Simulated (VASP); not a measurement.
Crystal: Ag.

```
Ag
1.0
     2.66000    0.00000    0.00000
     0.00000    2.66000    0.00000
     0.00000    0.00000    2.66000
Ag
1
Direct
  0.00000 0.00000 0.00000
```

- Program: VASP 6.6.1
- Task: relaxation of cell and atoms
- Functional: PBEsol
- Potentials or basis: VASP PAW PBE potentials, release 64 (Ag)
- Cutoff: 600 eV
- k mesh: 16 × 16 × 16
- Occupations: fermi-dirac, width 0.1 eV
- Spin: no spin polarisation

At the start: pressure 2.5 GPa; volume 18.82 Å³/atom.

Task: Where does the relaxation end?

Result: Over 3 steps the energy falls by 3.7 meV/atom and the volume is 19.31 Å³/atom (+2.6 %); space group Pm-3m (No. 221, to 0.05 Å).

The path:
```tsv
step	energy change (eV)	largest force (eV/Å)	pressure (GPa)	volume (Å³)
1	0.0000	0.0000	2.46	18.82
2	-0.0024	0.0000	-1.33	19.62
3	-0.0037	0.0000	-0.07	19.31
```

Final structure:
```
Ag
1.0
     2.68301    0.00000    0.00000
     0.00000    2.68301    0.00000
     0.00000    0.00000    2.68301
Ag
1
Direct
  0.00000 0.00000 0.00000
```

Caveat: the PAW data sets were made with another functional, which shifts forces and pressure a little.
